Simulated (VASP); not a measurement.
Wanted: the native input for a VASP 6.6.1 run.

```yaml
Task: single point
Functional: PBE
Potentials_or_basis: VASP PAW PBE potentials, release 64 (Sr_sv, Be)
Cutoff: 520 eV
k_mesh: 18 × 18 × 12
Occupations: gaussian, width 0.1 eV
Spin: no spin polarisation
Dipole_correction: no
Further_INCAR_settings: ALGO = Normal; EDIFF = 1e-07; NBANDS = 13
```

The structure of SrBe lies in POSCAR:

```
SrBe
1.0
    4.2109543229      0.0000000000      0.0000000000
   -2.1054771615      3.6467934178      0.0000000000
    0.0000000000      0.0000000000      4.0564191708
Sr Be
1 1
Direct
    0.0000000000      0.0000000000      0.0000000000
    0.3333333333      0.6666666667      0.5000000000
```

One way to write it, as run:

INCAR

```
SYSTEM = SrBe
PREC     = Accurate       ! precision mode
ENCUT    = 520            ! plane-wave cutoff, eV
EDIFF    = 1E-7           ! SCF threshold, eV
ISMEAR   = 0              ! smearing method
SIGMA    = 0.1            ! smearing width, eV
LREAL    = .FALSE.        ! projectors in reciprocal space
LASPH    = .TRUE.         ! aspherical terms in the spheres
NELM     = 100            ! most SCF steps
ALGO     = Normal         ! electronic algorithm
ISIF     = 2              ! what is computed and relaxed
LWAVE    = .FALSE.        ! write WAVECAR
LCHARG   = .TRUE.         ! write CHGCAR
GGA      = PE             ! functional
LELF     = .TRUE.         ! ELF
LVHAR    = .TRUE.       
NBANDS   = 13             ! bands
```

KPOINTS

```
Automatic mesh
0
G
  18 18 12
  0 0 0
```

Potentials or basis: VASP PAW PBE potentials, release 64 (Sr_sv, Be).

Command:

```console
$ cat potpaw_PBE.64/Sr_sv/POTCAR potpaw_PBE.64/Be/POTCAR > POTCAR
$ mpirun -np 1 vasp_std > vasp.out
```

Results of the run:

| Property | Result |
| --- | --- |
| Pressure | 0.0 GPa |
| Band gap on the k mesh | zero (band 6 reaches 2.97 eV, above the bottom of band 7 at 1.14 eV) |

It took 3.7 min on 1 thread of AMD EPYC 7R43 64-Core Processor (Zen 3) (shared host), peak memory 0.31 GiB.
